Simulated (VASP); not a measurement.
# Tc3Sn (Fm-3m) in VASP: relaxation of cell and atoms with LDA

Aim: the relaxation of cell and atoms of Tc3Sn with LDA.

Program: VASP 6.6.1. These are calculated values, not measurements. Logs are shortened: lines on timing, memory, paths and dates and some standing lists are left out, and cuts for length are marked.

## 1. The cell of the first run

The structure is cubic, space group Fm-3m (No. 225). Conventional cell: a = 6.340 Å, b = 6.340 Å, c = 6.340 Å, α = 90.00°, β = 90.00°, γ = 90.00°. Within 3.6 Å of Sn (site symmetry m-3m) lie 14 Tc at 2.75 to 3.17 Å. Tc (site symmetry m-3m) has 8 Tc at 2.75 Å and 6 Sn at 3.17 Å within 3.6 Å. Within 3.6 Å of Tc (site symmetry -43m) lie 4 Sn at 2.75 Å and 10 Tc at 2.75 to 3.17 Å.

## 2. Relaxation of cell and atoms, LDA

File INCAR:

```
SYSTEM = Tc3Sn
PREC = Accurate
ENCUT = 500
EDIFF = 1E-7
ISMEAR = 1
SIGMA = 0.05
LREAL = .FALSE.
LASPH = .TRUE.
NELM = 120
ALGO = Normal
ISIF = 3
LWAVE = .FALSE.
LCHARG = .FALSE.
GGA = CA
IBRION = 2
NSW = 80
EDIFFG = -0.02
GGA_COMPAT = .FALSE.
NELMIN = 4
```

File KPOINTS:

```
Automatic mesh
0
G
  6 6 6
  0 0 0
```

File POSCAR:

```
Tc3Sn
1.0
    0.0000000000      3.1700000000      3.1700000000
    3.1700000000      0.0000000000      3.1700000000
    3.1700000000      3.1700000000      0.0000000000
Sn Tc
1 3
Direct
    0.0000000000      0.0000000000      0.0000000000
    0.5000000000      0.5000000000      0.5000000000
    0.2500000000      0.2500000000      0.2500000000
    0.7500000000      0.7500000000      0.7500000000
```

Potentials or basis: VASP PAW LDA potentials, release 64 (Sn_d, Tc_pv).

Launch:

```sh
> cat potpaw_LDA.64/Sn_d/POTCAR potpaw_LDA.64/Tc_pv/POTCAR > POTCAR
> mpirun -np 1 vasp_std > vasp.out
```

OUTCAR:

```text
SYSTEM = Tc3Sn
   PREC = Accurate
   ENCUT = 500
   EDIFF = 1E-7
   ISMEAR = 1
   LREAL = .FALSE.
   LASPH = .TRUE.
   NELM = 120
   ISIF = 3
   GGA = CA
   IBRION = 2
   NSW = 80
   EDIFFG = -0.02
   NELMIN = 4

 ion  position               nearest neighbor table
   1  0.000  0.000  0.000-   4 2.75   4 2.75   4 2.75   3 2.75   4 2.75   3 2.75   3 2.75   3 2.75
                             2 3.17   2 3.17   2 3.17   2 3.17   2 3.17   2 3.17
   2  0.500  0.500  0.500-   3 2.75   3 2.75   3 2.75   3 2.75   4 2.75   4 2.75   4 2.75   4 2.75
                             1 3.17   1 3.17   1 3.17   1 3.17   1 3.17   1 3.17
   3  0.250  0.250  0.250-   1 2.75   1 2.75   1 2.75   1 2.75   2 2.75   2 2.75   2 2.75   2 2.75
                             4 3.17   4 3.17   4 3.17   4 3.17   4 3.17   4 3.17
   4  0.750  0.750  0.750-   2 2.75   2 2.75   2 2.75   1 2.75   2 2.75   1 2.75   1 2.75   1 2.75
                             3 3.17   3 3.17   3 3.17   3 3.17   3 3.17   3 3.17

  LATTYP: Found a face centered cubic cell.
 ALAT       =     6.3400000000

  Lattice vectors:

 A1 = (   0.0000000000,   3.1700000000,   3.1700000000)
 A2 = (   3.1700000000,   0.0000000000,   3.1700000000)
 A3 = (   3.1700000000,   3.1700000000,   0.0000000000)

Analysis of symmetry for initial positions (statically):
=====================================================================
 Subroutine PRICEL returns:
 Original cell was already a primitive cell.

 Routine SETGRP: Setting up the symmetry group for a
 face centered cubic supercell.

 Subroutine GETGRP returns: Found 48 space group operations
 (whereof 48 operations were pure point group operations)
 out of a pool of 48 trial point group operations.

The static configuration has the point symmetry O_h .

Analysis of symmetry for dynamics (positions and initial velocities):
=====================================================================
 Subroutine PRICEL returns:
 Original cell was already a primitive cell.

 Routine SETGRP: Setting up the symmetry group for a
 face centered cubic supercell.

 Subroutine GETGRP returns: Found 48 space group operations
 (whereof 48 operations were pure point group operations)
 out of a pool of 48 trial point group operations.

The dynamic configuration has the point symmetry O_h .

 Subroutine INISYM returns: Found 48 space group operations
 (whereof 48 operations are pure point group operations),
 and found     1 'primitive' translations

----------------------------------------------------------------------------------------

                                     Primitive cell

  volume of cell :      63.7100

  direct lattice vectors                    reciprocal lattice vectors
     0.000000000  3.170000000  3.170000000    -0.157728707  0.157728707  0.157728707
     3.170000000  0.000000000  3.170000000     0.157728707 -0.157728707  0.157728707
     3.170000000  3.170000000  0.000000000     0.157728707  0.157728707 -0.157728707

  length of vectors
     4.483056993  4.483056993  4.483056993     0.273194134  0.273194134  0.273194134

  position of ions in fractional coordinates (direct lattice)
     0.000000000  0.000000000  0.000000000
     0.500000000  0.500000000  0.500000000
     0.250000000  0.250000000  0.250000000
     0.750000000  0.750000000  0.750000000

  ion indices of the primitive-cell ions
   primitive index   ion index
                 1           1
                 2           2
                 3           3
                 4           4

----------------------------------------------------------------------------------------

 KPOINTS: Automatic mesh

Automatic generation of k-mesh.
 Grid dimensions read from file:
 generate k-points for:    6    6    6

 Generating k-lattice:

  Cartesian coordinates                     Fractional coordinates (reciprocal lattice)
    -0.026288118  0.026288118  0.026288118     0.166666667  0.000000000  0.000000000
     0.026288118 -0.026288118  0.026288118     0.000000000  0.166666667  0.000000000
     0.026288118  0.026288118 -0.026288118     0.000000000  0.000000000  0.166666667

  Length of vectors
     0.045532356  0.045532356  0.045532356

  Shift w.r.t. Gamma in fractional coordinates (k-lattice)
     0.000000000  0.000000000  0.000000000

 Subroutine IBZKPT returns following result:
 ===========================================

 Found     16 irreducible k-points:

 Following reciprocal coordinates:
            Coordinates               Weight
  0.000000  0.000000  0.000000      1.000000
  0.166667  0.000000  0.000000      8.000000
  0.333333  0.000000  0.000000      8.000000
  0.500000  0.000000  0.000000      4.000000
  0.166667  0.166667  0.000000      6.000000
  0.333333  0.166667  0.000000     24.000000
[... 8 lines left out ...]
 -0.333333  0.333333  0.166667     24.000000
 -0.333333  0.500000  0.166667     12.000000
   k-points           NKPTS =     16   k-points in BZ     NKDIM =     16   number of bands    NBANDS=     31
   number of dos      NEDOS =    301   number of ions     NIONS =      4
   total plane-waves  NPLWV =  46656
   dimension x,y,z NGX =    36 NGY =   36 NGZ =   36
   dimension x,y,z NGXF=    72 NGYF=   72 NGZF=   72
   ions per type =               1   3
   NGX,Y,Z   is equivalent  to a cutoff of  13.35, 13.35, 13.35 a.u.
   NGXF,Y,Z  is equivalent  to a cutoff of  26.70, 26.70, 26.70 a.u.
 SYSTEM =  Tc3Sn
   PREC   = accura    normal or accurate (medium, high low for compatibility)
   ISTART =      0    job   : 0-new  1-cont  2-samecut
   ICHARG =      2    charge: 1-file 2-atom 10-const
   ISPIN  =      1    spin polarized calculation?
   LNONCOLLINEAR =      F non collinear calculations
   LSORBIT =      F    spin-orbit coupling
   LASPH  =      T    aspherical Exc in radial PAW
   ENCUT  =  500.0 eV  36.75 Ry    6.06 a.u.   8.17  8.17  8.17*2*pi/ulx,y,z
   NELM   =    120;   NELMIN=  4; NELMDL= -5     # of ELM steps
   EDIFF  = 0.1E-06   stopping-criterion for ELM
   LREAL  =      F    real-space projection
   EDIFFG = -.2E-01   stopping-criterion for IOM
   NSW    =     80    number of steps for IOM
   IBRION =      2    ionic relax: 0-MD 1-quasi-New 2-CG
   NFREE  =      1    steps in history (QN), initial steepest desc. (CG)
   ISIF   =      3    stress and relaxation
   ISYM   =      2    0-nonsym 1-usesym 2-fastsym
   POTIM  = 0.5000    time-step for ionic-motion
   TEBEG  =    0.0;   TEEND  =   0.0 temperature during run
   PSTRESS=    0.0 pullay stress
   NELECT =      53.0000    total number of electrons
   NUPDOWN=      -1.0000    fix difference up-down
   EMIN   =  10.00;   EMAX   =-10.00  energy-range for DOS
   EFERMI =   0.00;   METHOD = LEGACY
   ISMEAR =     1;   SIGMA  =   0.05  broadening in eV -4-tet -1-fermi 0-gaus
   EFERMI_NEDOS =   21; number of points for ismear=-14 and -15
   IALGO  =     38    algorithm
   IMIX   =      4    mixing-type and parameters
     AMIX     =   0.40;   BMIX     =  1.00
     AMIX_MAG =   1.60;   BMIX_MAG =  1.00
  volume/ion in A,a.u.               =      15.93       107.48
  Fermi-wavevector in a.u.,A,eV,Ry     =   1.539681  2.909576 32.254227  2.370619
  Thomas-Fermi vector in A             =   2.645875
   LORBIT       =      0    0 simple, 1 ext, 2 COOP (PROOUT), +10 PAW based schemes
   GGA     = CA    functional components
   LHFCALC =     F    Hartree Fock is set to
   AEXX    =    0.0000 exact exchange contribution
   IVDW    =     0    specifies the selected vdW correction
   LEPSILON=     F    determine dielectric tensor
   LRPA    =     F    only Hartree local field effects (RPA)
 conjugate gradient relaxation of ions
 non-spin polarized calculation
 Methfessel and Paxton  Order N= 1 SIGMA  =   0.05
  energy-cutoff  :      500.00
  volume of cell :       63.71
 maximum number of plane-waves:      1639
 NGX is ok and might be reduce to    36
   NGX = 17   NGY = 17   NGZ = 17

--------------------------------------- Ionic step        1  -------------------------------------------

 number of electron      53.0000001 magnetization

 Free energy of the ion-electron system (eV)
  ---------------------------------------------------
  ext. energy  EPLUGINS =         0.00000000
  ---------------------------------------------------
  free energy    TOTEN  =       -38.57251968 eV

  energy without entropy =      -38.56996336  energy(sigma->0) =      -38.57166757

------------------------ aborting loop because EDIFF is reached ----------------------------------------

  FORCE on cell =-STRESS in cart. coord.  units (eV):
  Direction    XX          YY          ZZ          XY          YZ          ZX
  --------------------------------------------------------------------------------------
  -------------------------------------------------------------------------------------
  Total       -5.3230405     -5.3230405     -5.3230405      0.0000000      0.0000000     -0.0000000
  in kB     -133.8636212   -133.8636212   -133.8636212      0.0000000      0.0000000     -0.0000000
  external PRESSURE =    -133.8636212 kB  Pullay stress =       0.0000000 kB

 VOLUME and BASIS-vectors are now :
 -----------------------------------------------------------------------------
  energy-cutoff  :      500.00
  volume of cell :       63.71
      direct lattice vectors                 reciprocal lattice vectors
     0.000000000  3.170000000  3.170000000    -0.157728707  0.157728707  0.157728707
     3.170000000  0.000000000  3.170000000     0.157728707 -0.157728707  0.157728707
     3.170000000  3.170000000  0.000000000     0.157728707  0.157728707 -0.157728707
[... 77 lines left out ...]
 POSITION                                       TOTAL-FORCE (eV/Angst)
 -----------------------------------------------------------------------------------
      0.00000      0.00000      0.00000        -0.000000      0.000000      0.000000
      3.11421      3.11421      3.11421        -0.000000      0.000000      0.000000
      1.55711      1.55711      1.55711         0.000000      0.000000      0.000000
      4.67132      4.67132      4.67132        -0.000000     -0.000000     -0.000000
 -----------------------------------------------------------------------------------
    total drift:                                0.000000      0.000000      0.000000

  FREE ENERGIE OF THE ION-ELECTRON SYSTEM (eV)
  ---------------------------------------------------
  free  energy   TOTEN  =       -38.7260213135 eV

  energy  without entropy=      -38.7241319499  energy(sigma->0) =      -38.72539153

--------------------------------------- Ionic step        4  -------------------------------------------

 number of electron      52.9999993 magnetization

 Free energy of the ion-electron system (eV)
  ---------------------------------------------------
  ext. energy  EPLUGINS =         0.00000000
  ---------------------------------------------------
  free energy    TOTEN  =       -38.72648863 eV

  energy without entropy =      -38.72458779  energy(sigma->0) =      -38.72585502

 E-fermi :  13.1673     XC(G=0): -13.7079

 val. band max:       13.1644370391   @ k =  -0.3333   0.1667   0.0000
 cond. band min:      13.1819154480   @ k =   0.3333   0.1667   0.0000
 fundamental gap:      0.0174784089
 Fermi energy:        13.1672968640

 k-point     1 :       0.0000    0.0000    0.0000
  band No.  band energies     occupation
      1     -26.1681      2.00000
      2     -26.1681      2.00000
      3     -26.1681      2.00000
      4     -25.4565      2.00000
      5     -25.4565      2.00000
      6     -25.4565      2.00000
[... 555 lines left out ...]
 POSITION                                       TOTAL-FORCE (eV/Angst)
 -----------------------------------------------------------------------------------
      0.00000      3.11160      3.11160        -0.000000     -0.000000      0.000000
      3.11160      3.11160      3.11160        -0.000000     -0.000000      0.000000
      1.55580      1.55580      1.55580         0.000000      0.000000      0.000000
      4.66740      4.66740      4.66740        -0.000000     -0.000000     -0.000000
 -----------------------------------------------------------------------------------
    total drift:                               -0.000000     -0.000000      0.000000

  FREE ENERGIE OF THE ION-ELECTRON SYSTEM (eV)
  ---------------------------------------------------
  free  energy   TOTEN  =       -38.7264886339 eV

  energy  without entropy=      -38.7245877949  energy(sigma->0) =      -38.72585502

 reached required accuracy - stopping structural energy minimisation
```

Wall time 56 s (1 thread of Intel Xeon 6975P-C (Granite Rapids), shared host); peak memory 0.18 GiB.

What came out:

* Free energy: -38.7265 eV
* Relaxed volume: 15.06 Å³/atom
* Relaxed cell: a = 4.400 Å, b = 4.400 Å, c = 4.400 Å, α = 60.00°, β = 60.00°, γ = 60.00°
* Space group after relaxing (to 0.1 Å): Fm-3m (No. 225)
* Energy gained by relaxing: 38.5 meV/atom
* Ionic steps: 4
* Pressure after relaxing: -0.2 GPa
* Band gap on the k mesh: zero (an odd number of electrons rules out a gap without spin polarisation)

Step by step:
| step | energy change (eV) | largest force (eV/Å) | pressure (GPa) | volume (Å³) |
| --- | --- | --- | --- | --- |
| 1 | 0.0000 | 0.0000 | -13.39 | 63.71 |
| 2 | 1.0256 | 0.0000 | 53.91 | 52.21 |
| 3 | -0.1535 | 0.0000 | -0.84 | 60.41 |
| 4 | -0.1540 | 0.0000 | -0.16 | 60.25 |

Final structure:
```
Sn Tc
1.0
     0.00000    3.11160    3.11160
     3.11160    0.00000    3.11160
     3.11160    3.11160    0.00000
Sn Tc
1 3
Direct
  0.00000 0.00000 0.00000
  0.50000 0.50000 0.50000
  0.25000 0.25000 0.25000
  0.75000 0.75000 0.75000
```

Levels at points of the mesh, in eV from the Fermi level:
| k point | band 23 | band 24 | band 25 | band 26 | band 27 | band 28 | band 29 | band 30 |
| --- | --- | --- | --- | --- | --- | --- | --- | --- |
| (0.00, 0.00, 0.00) | -2.76 | 0.72 | 0.72 | 0.79 | 0.79 | 0.79 | 1.54 | 1.54 |
| (0.50, 0.00, 0.00) | -2.08 | -1.20 | -1.20 | -0.88 | 0.53 | 0.53 | 0.74 | 0.74 |
| (0.50, 0.50, 0.00) | -2.66 | -1.75 | -0.54 | -0.54 | -0.05 | 0.17 | 0.49 | 1.44 |

Caveat: spin-orbit coupling is left out, which moves the levels of the heavy elements.
